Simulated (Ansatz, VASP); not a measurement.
## Two plane-wave programs on Sn

```
Sn
1.0
     3.28163    0.00000    0.00000
    -1.09388    3.09395    0.00000
    -1.09388   -1.54698    2.67944
Sn
1
Cartesian
  0.0000 0.0000 0.0000
```

Alike in both runs: task single point; functional PBEsol; k mesh 10 × 10 × 10; occupations methfessel-paxton of order 1, width 0.15 eV; no spin polarisation.

|  | VASP | Ansatz |
| --- | --- | --- |
| version | VASP 6.6.1 | Ansatz 0.2.0 |
| potentials or method | VASP PAW PBE potentials, release 64 (Sn_d), cutoff 500 eV | plane waves, PAW |
| valence electrons in the cell | 14 | 14 |

```csv
,VASP,Ansatz,Ansatz less VASP
pressure (GPa),-2.3,-2.2,+0.06
```

VASP's potentials were made for PBE, not for PBEsol.
